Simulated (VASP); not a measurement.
# In12HSe12 (a cell with a defect) (H_i (antibonding at Se)) in VASP: single point with PBEsol

Aim: the single point of In12HSe12 (a cell with a defect) (H_i (antibonding at Se)) with PBEsol.

All numbers are computed with VASP 6.6.1; they aren't measurements. Logs are shortened: lines on timing, memory, paths and dates and some standing lists are left out, and cuts for length are marked.

## 1. The cell of the first run

The cell holds a defect, 25 atoms: a = 7.947 Å, b = 11.921 Å, c = 8.447 Å, α = 76.40°, β = 76.40°, γ = 60.00°.

## 2. Single point, PBEsol

Contents of INCAR:

```
SYSTEM = In12HSe12
ALGO = Normal ; EDIFF = 1E-6
ENCUT = 400 ; GGA = PS
GGA_COMPAT = .FALSE. ; ISIF = 2
ISMEAR = -1 ; LASPH = .TRUE.
LCHARG = .TRUE. ; LELF = .TRUE.
LREAL = .FALSE. ; LVHAR = .TRUE.
LWAVE = .FALSE. ; NBANDS = 132
NELECT = 228.0 ; NELM = 120
PREC = Accurate ; SIGMA = 0.01
```

Contents of KPOINTS:

```
Automatic mesh
0
Gamma
  2 2 2
  0.5 0.5 0.5
```

Contents of POSCAR:

```
In12HSe12
1.0
   -3.9736966564      6.8826445028      0.0000000000
  -11.9210899693      0.0000000000      0.0000000000
   -1.9868483282      1.1471074171      8.1298164551
In Se H
12 12 1
Direct
    0.4232399109      0.2988170299      0.3352026356
    0.5319296805      0.3176194695     -0.0007135484
    0.4155104689      0.6657657606      0.3228202913
    0.5249567554      0.6628312668     -0.0138293080
    0.4356862735      0.9734417481      0.3398405773
    0.5276623349      0.9884491694     -0.0023701033
    0.9656115499      0.2969372112      0.3364912497
    1.0277490080      0.3194098554     -0.0084555186
    0.9316917994      0.6433978089      0.3364451842
    1.0243327307      0.6629186124     -0.0043857923
    0.9281434216      0.9773833036      0.3374678400
    1.0257518845      0.9896916988     -0.0035448984
    0.2236936025      0.1142776167      0.8341959320
    0.0733943622      0.0647927333      0.5031279375
    0.2225461575      0.4501006976      0.8410679291
    0.0709766811      0.4034847101      0.5038912481
    0.2195589866      0.7868383766      0.8279332156
    0.0687630704      0.7366997986      0.4998998019
    0.7210473721      0.1161515848      0.8339458368
    0.5717315576      0.0660801167      0.5060422857
    0.7192221991      0.4496470983      0.8382071016
    0.5741717354      0.4102153410      0.4588271329
    0.7251271084      0.7851590219      0.8285195002
    0.5725209912      0.7338139445      0.4999812180
    0.4537280297      0.4191463691      0.6358294283
```

Potentials or basis: VASP PAW PBE potentials, release 64 (In_d, Se, H).

On the command line:

```console
$ cat potpaw_PBE.64/In_d/POTCAR potpaw_PBE.64/Se/POTCAR potpaw_PBE.64/H/POTCAR > POTCAR
$ mpirun -np 1 vasp_std > vasp.out
```

OUTCAR:

```text
SYSTEM = In12HSe12
   EDIFF = 1E-6
   ENCUT = 400
   GGA = PS
   ISIF = 2
   ISMEAR = -1
   LASPH = .TRUE.
   LREAL = .FALSE.
   NELECT = 228.0
   NELM = 120
   PREC = Accurate

 ion  position               nearest neighbor table
   1  0.423  0.299  0.335-  20 2.61  16 2.63  22 2.67   2 2.75   7 3.65   5 3.82  11 3.93   9 4.01

   2  0.532  0.318  0.999-  21 2.63  19 2.64  15 2.64   1 2.75  12 3.92   8 3.94   6 3.94   8 4.01

   3  0.416  0.666  0.323-  18 2.62  24 2.63  22 2.72   4 2.77   5 3.79  11 3.80   9 3.96   9 4.00

   4  0.525  0.663  0.986-  23 2.62  17 2.62  21 2.66   3 2.77   6 3.92  12 3.93  10 3.96  10 3.99

   5  0.436  0.973  0.340-  24 2.63  20 2.65  14 2.66   6 2.80   3 3.79   7 3.80   1 3.82  11 3.93
                             9 3.94  11 4.02
   6  0.528  0.988  0.998-  19 2.63  13 2.64  23 2.67   5 2.80  10 3.91   4 3.92   2 3.94   8 3.96
                            12 3.96  12 3.98
   7  0.966  0.297  0.336-  14 2.60  16 2.60  22 2.74   8 2.81   1 3.65   5 3.80  11 3.96   9 4.00

   8  0.028  0.319  0.992-  21 2.62  13 2.63  15 2.64   7 2.81  12 3.93   2 3.94   6 3.96   2 4.01

   9  0.932  0.643  0.336-  18 2.64  24 2.64  16 2.66  10 2.78   5 3.94   3 3.96  11 3.97   7 4.00
                             3 4.00   1 4.01
  10  0.024  0.663  0.996-  17 2.62  23 2.63  15 2.69   9 2.78  12 3.90   6 3.91   4 3.96   4 3.99

  11  0.928  0.977  0.337-  20 2.64  14 2.65  18 2.65  12 2.79   3 3.80   1 3.93   5 3.93   7 3.96
                             9 3.97   5 4.02
  12  0.026  0.990  0.996-  13 2.63  19 2.64  17 2.67  11 2.79  10 3.90   2 3.92   8 3.93   4 3.93
                             6 3.96   6 3.98
  13  0.224  0.114  0.834-   8 2.63  12 2.63   6 2.64
  14  0.073  0.065  0.503-   7 2.60  11 2.65   5 2.66
  15  0.223  0.450  0.841-   8 2.64   2 2.64  10 2.69
  16  0.071  0.403  0.504-   7 2.60   1 2.63   9 2.66
  17  0.220  0.787  0.828-  10 2.62   4 2.62  12 2.67
  18  0.069  0.737  0.500-   3 2.62   9 2.64  11 2.65
  19  0.721  0.116  0.834-   6 2.63   2 2.64  12 2.64
  20  0.572  0.066  0.506-   1 2.61  11 2.64   5 2.65
  21  0.719  0.450  0.838-   8 2.62   2 2.63   4 2.66
  22  0.574  0.410  0.459-  25 1.57   1 2.67   3 2.72   7 2.74
  23  0.725  0.785  0.829-   4 2.62  10 2.63   6 2.67
  24  0.573  0.734  0.500-   3 2.63   5 2.63   9 2.64
  25  0.454  0.419  0.636-  22 1.57

  LATTYP: Found a triclinic cell.
 ALAT       =     7.9473933128
 B/A-ratio  =     3.5733837626
 C/A-ratio  =     1.2766236245
 COS(alpha) =     0.0253107477
 COS(beta)  =     0.5874871698
 COS(gamma) =     0.7695786914

  Lattice vectors:

 A1 = (  -3.9736966564,   6.8826445028,   0.0000000000)
 A2 = (  -3.9736966563,  22.9421483426,  16.2596329102)
 A3 = (  -1.9868483282,   5.7355370857,  -8.1298164551)

Analysis of symmetry for initial positions (statically):
=====================================================================
 Subroutine PRICEL returns:
 Original cell was already a primitive cell.

 Routine SETGRP: Setting up the symmetry group for a
 triclinic supercell.

 Subroutine GETGRP returns: Found  1 space group operations
 (whereof  1 operations were pure point group operations)
 out of a pool of  2 trial point group operations.

The static configuration has the point symmetry C_1 .

Analysis of symmetry for dynamics (positions and initial velocities):
=====================================================================
 Subroutine PRICEL returns:
 Original cell was already a primitive cell.

 Routine SETGRP: Setting up the symmetry group for a
 triclinic supercell.

 Subroutine GETGRP returns: Found  1 space group operations
 (whereof  1 operations were pure point group operations)
 out of a pool of  2 trial point group operations.

The dynamic configuration has the point symmetry C_1 .

 Subroutine INISYM returns: Found  1 space group operations
 (whereof  1 operations are pure point group operations),
 and found     1 'primitive' translations

----------------------------------------------------------------------------------------

                                     Primitive cell

  volume of cell :     667.0403

  direct lattice vectors                    reciprocal lattice vectors
    -3.973696656  6.882644503  0.000000000     0.000000000  0.145292990 -0.020500668
   -11.921089969  0.000000000  0.000000000    -0.083884947 -0.048430997 -0.013667112
    -1.986848328  1.147107417  8.129816455     0.000000000  0.000000000  0.123004007

  length of vectors
     7.947393313 11.921089969  8.447327228     0.146732172  0.097821448  0.123004007

  position of ions in fractional coordinates (direct lattice)
     0.423239911  0.298817030  0.335202636
     0.531929680  0.317619470  0.999286452
     0.415510469  0.665765761  0.322820291
     0.524956755  0.662831267  0.986170692
     0.435686273  0.973441748  0.339840577
     0.527662335  0.988449169  0.997629897
[... 17 lines left out ...]
     0.572520991  0.733813944  0.499981218
     0.453728030  0.419146369  0.635829428

  ion indices of the primitive-cell ions
   primitive index   ion index
                 1           1
                 2           2
                 3           3
                 4           4
                 5           5
                 6           6
[... 17 lines left out ...]
                24          24
                25          25

----------------------------------------------------------------------------------------

 KPOINTS: Automatic mesh

Automatic generation of k-mesh.
 Grid dimensions read from file:
 generate k-points for:    2    2    2

 Generating k-lattice:

  Cartesian coordinates                     Fractional coordinates (reciprocal lattice)
     0.000000000  0.072646495 -0.010250334     0.500000000  0.000000000 -0.000000000
    -0.041942473 -0.024215498 -0.006833556     0.000000000  0.500000000  0.000000000
     0.000000000  0.000000000  0.061502003     0.000000000  0.000000000  0.500000000

  Length of vectors
     0.073366086  0.048910724  0.061502003

  Shift w.r.t. Gamma in fractional coordinates (k-lattice)
     0.500000000  0.500000000  0.500000000

 Subroutine IBZKPT returns following result:
 ===========================================

 Found      4 irreducible k-points:

 Following reciprocal coordinates:
            Coordinates               Weight
  0.250000  0.250000  0.250000      2.000000
 -0.250000  0.250000  0.250000      2.000000
  0.250000 -0.250000  0.250000      2.000000
 -0.250000 -0.250000  0.250000      2.000000
   k-points           NKPTS =      4   k-points in BZ     NKDIM =      4   number of bands    NBANDS=    132
   number of dos      NEDOS =    301   number of ions     NIONS =     25
   total plane-waves  NPLWV = 241920
   dimension x,y,z NGX =    54 NGY =   80 NGZ =   56
   dimension x,y,z NGXF=   108 NGYF=  160 NGZF=  112
   ions per type =              12  12   1
   NGX,Y,Z   is equivalent  to a cutoff of  11.30, 11.16, 11.02 a.u.
   NGXF,Y,Z  is equivalent  to a cutoff of  22.59, 22.31, 22.04 a.u.
 SYSTEM =  In12HSe12
   PREC   = accura    normal or accurate (medium, high low for compatibility)
   ISTART =      0    job   : 0-new  1-cont  2-samecut
   ICHARG =      2    charge: 1-file 2-atom 10-const
   ISPIN  =      1    spin polarized calculation?
   LNONCOLLINEAR =      F non collinear calculations
   LSORBIT =      F    spin-orbit coupling
   LASPH  =      T    aspherical Exc in radial PAW
   ENCUT  =  400.0 eV  29.40 Ry    5.42 a.u.  12.96 19.44 13.78*2*pi/ulx,y,z
   NELM   =    120;   NELMIN=  2; NELMDL= -5     # of ELM steps
   EDIFF  = 0.1E-05   stopping-criterion for ELM
   LREAL  =      F    real-space projection
   EDIFFG = 0.1E-04   stopping-criterion for IOM
   NSW    =      0    number of steps for IOM
   IBRION =     -1    ionic relax: 0-MD 1-quasi-New 2-CG
   NFREE  =      0    steps in history (QN), initial steepest desc. (CG)
   ISIF   =      2    stress and relaxation
   ISYM   =      2    0-nonsym 1-usesym 2-fastsym
   POTIM  = 0.5000    time-step for ionic-motion
   TEBEG  =    0.0;   TEEND  =   0.0 temperature during run
   PSTRESS=    0.0 pullay stress
   NELECT =     228.0000    total number of electrons
   NUPDOWN=      -1.0000    fix difference up-down
   EMIN   =  10.00;   EMAX   =-10.00  energy-range for DOS
   EFERMI =   0.00;   METHOD = LEGACY
   ISMEAR =    -1;   SIGMA  =   0.01  broadening in eV -4-tet -1-fermi 0-gaus
   EFERMI_NEDOS =   21; number of points for ismear=-14 and -15
   IALGO  =     38    algorithm
   IMIX   =      4    mixing-type and parameters
     AMIX     =   0.40;   BMIX     =  1.00
     AMIX_MAG =   1.60;   BMIX_MAG =  1.00
  volume/ion in A,a.u.               =      26.68       180.06
  Fermi-wavevector in a.u.,A,eV,Ry     =   1.144640  2.163057 17.826378  1.310202
  Thomas-Fermi vector in A             =   2.281332
   LORBIT       =      0    0 simple, 1 ext, 2 COOP (PROOUT), +10 PAW based schemes
   GGA     = PS    functional components
   LHFCALC =     F    Hartree Fock is set to
   AEXX    =    0.0000 exact exchange contribution
   IVDW    =     0    specifies the selected vdW correction
   LEPSILON=     F    determine dielectric tensor
   LRPA    =     F    only Hartree local field effects (RPA)
 non-spin polarized calculation
  energy-cutoff  :      400.00
  volume of cell :      667.04
 maximum number of plane-waves:     12140
 NGX is ok and might be reduce to    54
   NGX = 25   NGY = 39   NGZ = 27

 number of electron     228.0000004 magnetization

 Free energy of the ion-electron system (eV)
  ---------------------------------------------------
  ext. energy  EPLUGINS =         0.00000000
  ---------------------------------------------------
  free energy    TOTEN  =      -100.56114108 eV

  energy without entropy =     -100.56114108  energy(sigma->0) =     -100.56114108

 E-fermi :   4.4021     XC(G=0):  -9.3700

 val. band max:        4.1220548567   @ k =  -0.2500  -0.2500   0.2500
 cond. band min:       5.3189945339   @ k =  -0.2500  -0.2500   0.2500
 fundamental gap:      1.1969396772
 Fermi energy:         4.4020976753

 k-point     1 :       0.2500    0.2500    0.2500
  band No.  band energies     occupation
      1     -10.5395      2.00000
      2     -10.4646      2.00000
      3     -10.3899      2.00000
      4     -10.3746      2.00000
      5     -10.3419      2.00000
      6     -10.3319      2.00000
[... 118 lines left out ...]
    125       7.0837      0.00000
    126       7.2551      0.00000

 k-point     2 :      -0.2500    0.2500    0.2500
  band No.  band energies     occupation
      1     -10.5459      2.00000
      2     -10.4660      2.00000
      3     -10.3963      2.00000
      4     -10.3661      2.00000
      5     -10.3551      2.00000
      6     -10.3441      2.00000
[... 118 lines left out ...]
    125       7.3193      0.00000
    126       7.4884      0.00000

 k-point     3 :       0.2500   -0.2500    0.2500
  band No.  band energies     occupation
      1     -10.5407      2.00000
      2     -10.4707      2.00000
      3     -10.3905      2.00000
      4     -10.3706      2.00000
      5     -10.3410      2.00000
      6     -10.3338      2.00000
[... 118 lines left out ...]
    125       7.3941      0.00000
    126       7.4676      0.00000

 k-point     4 :      -0.2500   -0.2500    0.2500
  band No.  band energies     occupation
      1     -10.5452      2.00000
      2     -10.4585      2.00000
      3     -10.3959      2.00000
      4     -10.3660      2.00000
      5     -10.3525      2.00000
      6     -10.3377      2.00000
[... 118 lines left out ...]
    125       6.8374      0.00000
    126       7.1995      0.00000
 [bands above 126 left out]

------------------------ aborting loop because EDIFF is reached ----------------------------------------

  FORCE on cell =-STRESS in cart. coord.  units (eV):
  Direction    XX          YY          ZZ          XY          YZ          ZX
  --------------------------------------------------------------------------------------
  -------------------------------------------------------------------------------------
  Total       -4.4687139     -4.0729674     -6.7686173     -0.2796214      3.1671242      2.1424279
  in kB      -10.7334934     -9.7829419    -16.2576772     -0.6716283      7.6071789      5.1459404
  external PRESSURE =     -12.2580375 kB  Pullay stress =       0.0000000 kB

 VOLUME and BASIS-vectors are now :
 -----------------------------------------------------------------------------
  energy-cutoff  :      400.00
  volume of cell :      667.04
      direct lattice vectors                 reciprocal lattice vectors
    -3.973696656  6.882644503  0.000000000     0.000000000  0.145292990 -0.020500668
   -11.921089969  0.000000000  0.000000000    -0.083884947 -0.048430997 -0.013667112
    -1.986848328  1.147107417  8.129816455     0.000000000  0.000000000  0.123004007

 POSITION                                       TOTAL-FORCE (eV/Angst)
 -----------------------------------------------------------------------------------
     -5.91005      3.29752      2.72514         0.006900      0.023878     -0.009765
     -7.88553      4.80737      8.12402         0.057316     -0.038342     -0.022010
    -10.22916      3.23012      2.62447         0.048271      0.055967      0.037543
    -11.94706      4.74433      8.01739         0.086028      0.003224      0.017032
    -14.01098      3.38851      2.76284         0.019703      0.023231     -0.016867
    -15.86230      4.77610      8.11055         0.062408     -0.005416     -0.004092
[... 17 lines left out ...]
    -12.01627      4.51399      4.06476         0.096800      0.147579     -0.176757
     -8.06296      3.85221      5.16918         0.051519      0.126500     -0.124417
 -----------------------------------------------------------------------------------
    total drift:                               -0.000492      0.001859     -0.002674

  FREE ENERGIE OF THE ION-ELECTRON SYSTEM (eV)
  ---------------------------------------------------
  free  energy   TOTEN  =      -100.5611410756 eV

  energy  without entropy=     -100.5611410756  energy(sigma->0) =     -100.56114108
```

It took 7.4 min on 1 thread of Intel Xeon Platinum 8375C at 2.90GHz (Ice Lake), shared host; peak memory 0.63 GiB.

Results:

| Property | Result |
| --- | --- |
| Free energy | -100.5611 eV |
| Largest force | 0.341 eV/Å |

Forces on the atoms (eV/Å):
```
In   0.007  0.024 -0.010
In   0.057 -0.038 -0.022
In   0.048  0.056  0.038
In   0.086  0.003  0.017
In   0.020  0.023 -0.017
In   0.062 -0.005 -0.004
In   0.034  0.110 -0.110
In   0.058  0.017  0.060
In   0.030  0.038 -0.010
In   0.071  0.018 -0.008
In   0.020  0.041 -0.007
In   0.073 -0.010 -0.006
Se  -0.149 -0.161  0.183
Se   0.092  0.169 -0.169
Se  -0.166 -0.025  0.041
Se   0.011  0.119 -0.132
Se  -0.150 -0.193  0.211
Se   0.061  0.151 -0.212
Se  -0.150 -0.150  0.164
Se   0.063  0.136 -0.195
Se  -0.122 -0.177  0.172
Se  -0.029 -0.243  0.084
Se  -0.176 -0.176  0.233
Se   0.097  0.148 -0.177
H    0.052  0.127 -0.124
```

Caveat: the cell carries a net charge on a neutralising background, which shifts energy and pressure; the cell is charged against a uniform background, so pressure and absolute levels hang on convention; the PAW data sets were made with another functional, which shifts forces and pressure a little; spin-orbit coupling is left out, which moves the levels of the heavy elements.
